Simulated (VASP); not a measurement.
**AlN: single point with PBE**

Crystal: AlN.

```
Al N
1.0
     3.38066    0.00000    0.00000
    -1.69033    2.92774    0.00000
     0.00000    0.00000    4.81726
Al N
2 2
Direct
  0.33333 0.66667 0.00173
  0.66667 0.33333 0.50173
  0.33333 0.66667 0.38327
  0.66667 0.33333 0.88327
```

This cell differs from its parent crystal: strain +0.080 along x and y, -0.040 along z.

```yaml
Program: VASP 6.6.1
Task: single point
Functional: PBE
Potentials_or_basis: VASP PAW PBE potentials, release 64 (Al, N)
Cutoff: 520 eV
k_mesh: 12 × 12 × 6
Occupations: gaussian, width 0.05 eV
Spin: no spin polarisation
Dipole_correction: no
Further_INCAR_settings: ALGO = Normal; EDIFF = 1e-07; NBANDS = 16
```

```yaml
Pressure: -15.6 GPa
Largest_force: 1.166 eV/Å
Band_gap_on_the_k_mesh: 2.87 eV
```

Forces on the atoms (eV/Å):
```
Al   0.000  0.000 -1.166
Al   0.000  0.000 -1.166
N    0.000  0.000  1.166
N    0.000  0.000  1.166
```

Stress tensor (GPa, compression positive):
```
-27.21   0.00   0.00
  0.00 -27.21   0.00
  0.00   0.00   7.77
```

Levels at points of the mesh, in eV from the valence-band top:
| k point | band 5 | band 6 | band 7 | band 8 | band 9 | band 10 | band 11 | band 12 |
| --- | --- | --- | --- | --- | --- | --- | --- | --- |
| (0.00, 0.00, 0.00) | -1.37 | -0.40 | -0.40 | 0.00 | 2.87 | 4.48 | 9.14 | 9.14 |
| (0.50, 0.00, 0.00) | -3.23 | -2.47 | -1.77 | -0.65 | 4.64 | 5.97 | 6.93 | 9.03 |
| (0.00, 0.00, 0.50) | -0.90 | -0.90 | -0.90 | -0.90 | 4.86 | 4.86 | 9.45 | 9.45 |
| (0.50, 0.00, 0.50) | -1.68 | -1.68 | -1.12 | -1.12 | 4.89 | 4.89 | 8.59 | 8.59 |

Run time: 98 s on 1 thread of Intel Xeon 8259CL, with other jobs on the host, peak memory 0.2 GiB.

Caveat: the cell differs from its parent crystal (strain +0.080 along x and y, -0.040 along z); the cell stands under tension; forces of over 1 eV/Å act on the atoms, so gaps and moduli don't describe the material at rest. A k mesh can miss the band edges.
